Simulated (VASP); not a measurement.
# Zn (P6_3/mmc) in VASP: further runs, part 3 of 3

VASP 6.6.1. Earlier steps stand in the parts before.

### 5 Electric field gradients, PBEsol (volume scaled by 0.94)

The input, INCAR:

```
SYSTEM = Zn
PREC = Accurate
ENCUT = 520
EDIFF = 1E-8
ISMEAR = -1
SIGMA = 0.03
LREAL = .FALSE.
LASPH = .TRUE.
NELM = 80
ALGO = Normal
ISIF = 2
LWAVE = .FALSE.
LCHARG = .FALSE.
GGA = PS
LEFG = .TRUE.
NBANDS = 19
```

The input, KPOINTS:

```
regular mesh
0
G
  18 18 8
  0 0 0
```

The input, POSCAR:

```
Zn
1.0
    2.6103991554      0.0000000000      0.0000000000
   -1.3051995777      2.2606719826      0.0000000000
    0.0000000000      0.0000000000      4.8457186040
Zn
2
Direct
    0.3333333333      0.6666666667      0.2500000000
    0.6666666667      0.3333333333      0.7500000000
```

Potentials or basis: VASP PAW PBE potentials, release 64 (Zn).

Command:

```bash
> cat potpaw_PBE.64/Zn/POTCAR > POTCAR
> mpirun -np 1 vasp_std > vasp.out
```

OUTCAR:

```text
SYSTEM = Zn
   PREC = Accurate
   ENCUT = 520
   EDIFF = 1E-8
   ISMEAR = -1
   LREAL = .FALSE.
   LASPH = .TRUE.
   NELM = 80
   ISIF = 2
   GGA = PS

 ion  position               nearest neighbor table
   1  0.333  0.667  0.250-   2 2.85   2 2.85   2 2.85   2 2.85   2 2.85   2 2.85
   2  0.667  0.333  0.750-   1 2.85   1 2.85   1 2.85   1 2.85   1 2.85   1 2.85

  LATTYP: Found a hexagonal cell.
 ALAT       =     2.6103991554
 C/A-ratio  =     1.8563132745

  Lattice vectors:

 A1 = (   2.6103991554,   0.0000000000,   0.0000000000)
 A2 = (  -1.3051995777,   2.2606719826,   0.0000000000)
[... 743 lines left out ...]
  free  energy   TOTEN  =        -3.1715791264 eV

  energy  without entropy=       -3.1701819697  energy(sigma->0) =       -3.17088055

 Electric field gradients (V/A^2)
---------------------------------------------------------------------
 ion       V_xx      V_yy      V_zz      V_xy      V_xz      V_yz
---------------------------------------------------------------------
   1     -19.561   -19.562    39.123    -0.001     0.000    -0.000
   2     -19.561   -19.562    39.123    -0.001    -0.000     0.000
---------------------------------------------------------------------

 Electric field gradients after diagonalization (V/A^2)
 (convention: |V_zz| > |V_xx| > |V_yy|)
----------------------------------------------------------------------
 ion       V_xx      V_yy      V_zz     asymmetry (V_yy - V_xx)/ V_zz
----------------------------------------------------------------------
   1     -19.562   -19.561    39.123       0.000
   2     -19.562   -19.561    39.123       0.000
----------------------------------------------------------------------

           NMR quadrupolar parameters

 Cq : quadrupolar parameter    Cq=e*Q*V_zz/h
 eta: asymmetry parameters     (V_yy - V_xx)/ V_zz
 Q  : nuclear electric quadrupole moment in mb (millibarn)
----------------------------------------------------------------------
 ion       Cq(MHz)       eta       Q (mb)
----------------------------------------------------------------------
   1       0.095       0.000       1.000
   2       0.095       0.000       1.000
----------------------------------------------------------------------
```

OSZICAR:

```text
N       E                     dE             d eps       ncg     rms          rms(c)
DAV:   1     0.111337742567E+03    0.11134E+03   -0.12294E+04  7342   0.202E+03
DAV:   2     0.153292213881E+01   -0.10980E+03   -0.10579E+03  7054   0.295E+02
DAV:   3    -0.347260619277E+01   -0.50055E+01   -0.49849E+01  7873   0.696E+01
DAV:   4    -0.350166915514E+01   -0.29063E-01   -0.29056E-01  7698   0.539E+00
DAV:   5    -0.350170362813E+01   -0.34473E-04   -0.34472E-04  7717   0.169E-01    0.474E+00
DAV:   6    -0.319450463583E+01    0.30720E+00   -0.11849E+00  7780   0.238E+01    0.336E+00
DAV:   7    -0.317913233120E+01    0.15372E-01   -0.43305E-02  9018   0.363E+00    0.175E+00
DAV:   8    -0.317161674388E+01    0.75156E-02   -0.20442E-03  9601   0.667E-01    0.559E-02
DAV:   9    -0.317157508487E+01    0.41659E-04   -0.24031E-04  9622   0.206E-01    0.339E-02
DAV:  10    -0.317157955996E+01   -0.44751E-05   -0.20371E-05  7354   0.386E-02    0.292E-03
DAV:  11    -0.317157939459E+01    0.16538E-06   -0.58752E-07  7914   0.124E-02    0.212E-03
DAV:  12    -0.317157911082E+01    0.28377E-06   -0.14696E-08  6486   0.218E-03    0.440E-04
DAV:  13    -0.317157912521E+01   -0.14395E-07   -0.53926E-09  3983   0.118E-03    0.502E-05
DAV:  14    -0.317157912640E+01   -0.11928E-08   -0.12083E-09  3854   0.325E-04
   1 F= -.31715791E+01 E0= -.31708805E+01  d E =-.139716E-02
```

Run time: 38 s. Hardware: 1 thread of Intel Xeon 6975P-C (Granite Rapids), shared host; peak memory 0.2 GiB.

Results:

```yaml
Free_energy: -3.1716 eV
Pressure: -0.3 GPa
Band_gap_on_the_k_mesh: zero (band 12 reaches 5.04 eV, above the bottom of band 13 at 0.40 eV)
```

Stress tensor (GPa, compression positive):
```
-0.43  0.00  0.00
 0.00 -0.43  0.00
 0.00  0.00  0.00
```

Electric field gradients, principal values (V/Å²):
```csv
atom,least,middle,greatest (by size)
1 Zn,-19.561,-19.562,39.123
2 Zn,-19.561,-19.562,39.123
```

Caveat: without QUAD_EFG the Cq values of the log hold for a quadrupole moment of 1 mb, not for the nuclei; the PAW data sets were made with another functional, which shifts forces and pressure a little.

### 6 Electric field gradients, PBEsol (volume scaled by 0.95)

The input, INCAR:

```
SYSTEM = Zn
  ALGO = Normal
  EDIFF = 1E-8
  ENCUT = 520
  GGA = PS
  ISIF = 2
  ISMEAR = -1
  LASPH = .True.
  LCHARG = .False.
  LEFG = .True.
  LREAL = .False.
  LWAVE = .False.
  NBANDS = 19
  NELM = 100
  PREC = Accurate
  SIGMA = 0.03
```

The input, KPOINTS:

```
k-points
0
Gamma
  18 18 8
  0 0 0
```

The input, POSCAR:

```
Zn
1.0
    2.6196232574      0.0000000000      0.0000000000
   -1.3098116287      2.2686602892      0.0000000000
    0.0000000000      0.0000000000      4.8628414268
Zn
2
Direct
    0.3333333333      0.6666666667      0.2500000000
    0.6666666667      0.3333333333      0.7500000000
```

Potentials or basis: VASP PAW PBE potentials, release 64 (Zn).

Command:

```bash
> cat potpaw_PBE.64/Zn/POTCAR > POTCAR
> mpirun -np 1 vasp_std > vasp.out
```

OUTCAR:

```text
SYSTEM = Zn
   EDIFF = 1E-8
   ENCUT = 520
   GGA = PS
   ISIF = 2
   ISMEAR = -1
   LASPH = .True.
   LREAL = .False.
   NELM = 100
   PREC = Accurate

 ion  position               nearest neighbor table
   1  0.333  0.667  0.250-   2 2.86   2 2.86   2 2.86   2 2.86   2 2.86   2 2.86
   2  0.667  0.333  0.750-   1 2.86   1 2.86   1 2.86   1 2.86   1 2.86   1 2.86

  LATTYP: Found a hexagonal cell.
 ALAT       =     2.6196232574
 C/A-ratio  =     1.8563132745

  Lattice vectors:

 A1 = (   2.6196232574,   0.0000000000,   0.0000000000)
 A2 = (  -1.3098116287,   2.2686602892,   0.0000000000)
 A3 = (   0.0000000000,   0.0000000000,   4.8628414268)

Analysis of symmetry for initial positions (statically):
=====================================================================
 Subroutine PRICEL returns:
 Original cell was already a primitive cell.

 Routine SETGRP: Setting up the symmetry group for a
 hexagonal supercell.
[... 719 lines left out ...]
  volume of cell :       28.90
      direct lattice vectors                 reciprocal lattice vectors
     2.619623257  0.000000000  0.000000000     0.381734281  0.220394390  0.000000000
    -1.309811629  2.268660289  0.000000000     0.000000000  0.440788780  0.000000000
     0.000000000  0.000000000  4.862841427     0.000000000  0.000000000  0.205641088

 POSITION                                       TOTAL-FORCE (eV/Angst)
 -----------------------------------------------------------------------------------
     -0.00000      1.51244      1.21571         0.000000     -0.000000      0.000000
      1.30981      0.75622      3.64713        -0.000000      0.000000      0.000000
 -----------------------------------------------------------------------------------
    total drift:                               -0.000000      0.000000      0.000000

  FREE ENERGIE OF THE ION-ELECTRON SYSTEM (eV)
  ---------------------------------------------------
  free  energy   TOTEN  =        -3.1701378382 eV

  energy  without entropy=       -3.1687228683  energy(sigma->0) =       -3.16943035

 Electric field gradients (V/A^2)
---------------------------------------------------------------------
 ion       V_xx      V_yy      V_zz      V_xy      V_xz      V_yz
---------------------------------------------------------------------
   1     -19.202   -19.201    38.403     0.000     0.000    -0.000
   2     -19.202   -19.201    38.403     0.000    -0.000     0.000
---------------------------------------------------------------------

 Electric field gradients after diagonalization (V/A^2)
 (convention: |V_zz| > |V_xx| > |V_yy|)
----------------------------------------------------------------------
 ion       V_xx      V_yy      V_zz     asymmetry (V_yy - V_xx)/ V_zz
----------------------------------------------------------------------
   1     -19.202   -19.201    38.403       0.000
   2     -19.202   -19.201    38.403       0.000
----------------------------------------------------------------------

           NMR quadrupolar parameters

 Cq : quadrupolar parameter    Cq=e*Q*V_zz/h
 eta: asymmetry parameters     (V_yy - V_xx)/ V_zz
 Q  : nuclear electric quadrupole moment in mb (millibarn)
----------------------------------------------------------------------
 ion       Cq(MHz)       eta       Q (mb)
----------------------------------------------------------------------
   1       0.093       0.000       1.000
   2       0.093       0.000       1.000
----------------------------------------------------------------------
```

OSZICAR:

```text
N       E                     dE             d eps       ncg     rms          rms(c)
DAV:   1     0.110325641773E+03    0.11033E+03   -0.12348E+04  7438   0.202E+03
DAV:   2     0.148729150368E+01   -0.10884E+03   -0.10508E+03  7078   0.294E+02
DAV:   3    -0.346467205813E+01   -0.49520E+01   -0.49322E+01  7828   0.691E+01
DAV:   4    -0.349322986469E+01   -0.28558E-01   -0.28550E-01  7773   0.536E+00
DAV:   5    -0.349326419873E+01   -0.34334E-04   -0.34334E-04  7629   0.169E-01    0.462E+00
DAV:   6    -0.319238297917E+01    0.30088E+00   -0.11697E+00  7797   0.235E+01    0.330E+00
DAV:   7    -0.317750341714E+01    0.14880E-01   -0.42451E-02  9048   0.359E+00    0.172E+00
DAV:   8    -0.317017441247E+01    0.73290E-02   -0.20413E-03  9559   0.661E-01    0.553E-02
DAV:   9    -0.317013371038E+01    0.40702E-04   -0.23797E-04  9661   0.206E-01    0.344E-02
DAV:  10    -0.317013827235E+01   -0.45620E-05   -0.20509E-05  7342   0.386E-02    0.294E-03
DAV:  11    -0.317013810253E+01    0.16982E-06   -0.57579E-07  7954   0.125E-02    0.210E-03
DAV:  12    -0.317013782298E+01    0.27955E-06   -0.15542E-08  6534   0.222E-03    0.414E-04
DAV:  13    -0.317013783672E+01   -0.13737E-07   -0.49205E-09  4012   0.106E-03    0.497E-05
DAV:  14    -0.317013783823E+01   -0.15184E-08   -0.10465E-09  3842   0.311E-04
   1 F= -.31701378E+01 E0= -.31694304E+01  d E =-.141497E-02
```

It took 38 s on 1 thread of Intel Xeon 6975P-C (Granite Rapids), shared host; peak memory 0.2 GiB.

What came out:

| Property | Result |
| --- | --- |
| Free energy | -3.1701 eV |
| Pressure | -1.2 GPa |
| Band gap on the k mesh | zero (band 12 reaches 4.96 eV, above the bottom of band 13 at 0.32 eV) |

Stress tensor (GPa, compression positive):
```
-1.47  0.00  0.00
 0.00 -1.47  0.00
 0.00  0.00 -0.75
```

Electric field gradients, principal values (V/Å²):
```csv
atom,least,middle,greatest (by size)
1 Zn,-19.201,-19.202,38.403
2 Zn,-19.201,-19.202,38.403
```

Caveat: without QUAD_EFG the Cq values of the log hold for a quadrupole moment of 1 mb, not for the nuclei; the PAW data sets were made with another functional, which shifts forces and pressure a little.

### 7 The runs side by side

| task | cell | k mesh for the DOS | occupations for the DOS | gap on the mesh (eV) | pressure (GPa) |
| --- | --- | --- | --- | --- | --- |
| electric field gradients | a = 2.717, b = 2.717, c = 5.044 Å, angles 90.0, 90.0, 120.0°, 2 atoms | - | - | none | -8.1 |
| density of states | a = 2.665, b = 2.665, c = 4.947 Å, angles 90.0, 90.0, 120.0°, 2 atoms | 27 × 27 × 12 | tetrahedron | - | - |
| electric field gradients | a = 2.610, b = 2.610, c = 4.846 Å, angles 90.0, 90.0, 120.0°, 2 atoms | - | - | none | -0.3 |
| electric field gradients | a = 2.620, b = 2.620, c = 4.863 Å, angles 90.0, 90.0, 120.0°, 2 atoms | - | - | none | -1.2 |

Alike in all rows: level PBEsol; potentials or basis VASP PAW PBE potentials, release 64 (Zn); no spin polarisation; k mesh 18 × 18 × 8; cutoff (eV) 520; smearing fermi-dirac 0.03 eV.

Caveats: the PAW data sets were made with another functional, which shifts forces and pressure a little.

Absolute energies hang on the potentials; compare differences alone.
